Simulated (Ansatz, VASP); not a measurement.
# Zr in VASP and in Ansatz

The input INCAR:

```
SYSTEM = Zr
ALGO = Normal
EDIFF = 1E-6
EDIFFG = -0.01
ENCUT = 600
GGA = RP
IBRION = 2
ISIF = 3
ISMEAR = -1
LASPH = .True.
LCHARG = .False.
LREAL = .False.
LWAVE = .False.
NELM = 100
NSW = 60
PREC = Accurate
SIGMA = 0.05
```

KPOINTS

```
k-points
0
Gamma
  9 9 5
  0 0 0
```

Contents of POSCAR:

```
Zr
1.0
    3.2320000000      0.0000000000      0.0000000000
   -1.6160000000      2.7989941050      0.0000000000
    0.0000000000      0.0000000000      5.1470000000
Zr
2
Direct
    0.6666666667      0.3333333333      0.7500000000
    0.3333333333      0.6666666667      0.2500000000
```

input.yaml

```yaml
crystal:
  lattice:
    - [3.232, 0.0, 0.0]
    - [-1.616, 2.798994105, 0.0]
    - [0.0, 0.0, 5.147]
  atoms:
    - { symbol: Zr, position: [0.6666666667, 0.3333333333, 0.75] }
    - { symbol: Zr, position: [0.3333333333, 0.6666666667, 0.25] }
hamiltonian:
  xc: rpbe
  pseudopotentials: { kind: paw }
kpoints:
  mp_grid: { grid: [9, 9, 5] }
scf:
  occupations: { method: fermi_dirac, width: 0.05 }
output:
  forces: true
  stress: true
relax:
  f_tol: 0.01
  max_steps: 40
  cell: { stress_tol: 0.05 }
```

Alike in both runs: task relaxation of cell and atoms; functional RPBE; k mesh 9 × 9 × 5; occupations fermi-dirac, width 0.05 eV; no spin polarisation.

|  | VASP | Ansatz |
| --- | --- | --- |
| version | VASP 6.6.1 | Ansatz 0.2.0 |
| potentials or method | VASP PAW PBE potentials, release 64 (Zr_sv) | Ansatz PAW |
| plane-wave cutoff (eV) | 600 | 420 |
| valence electrons in the cell | 24 | 24 |

Ansatz gave:

```
relaxed volume (Å³/atom)                                        : 23.95
relaxed length of the cell vector where the two differ most in proportion (Å) : 5.216
```

Problem. Which values does VASP return?

Solution. Relaxed volume (Å³/atom): 23.95; relaxed length of the cell vector where the two differ most in proportion (Å): 5.214.

VASP's potentials were made for PBE, not for RPBE.

Noted on Ansatz's run: the plane-wave basis is chosen anew once the cell has moved, so the energies of steps on either side of that aren't comparable.
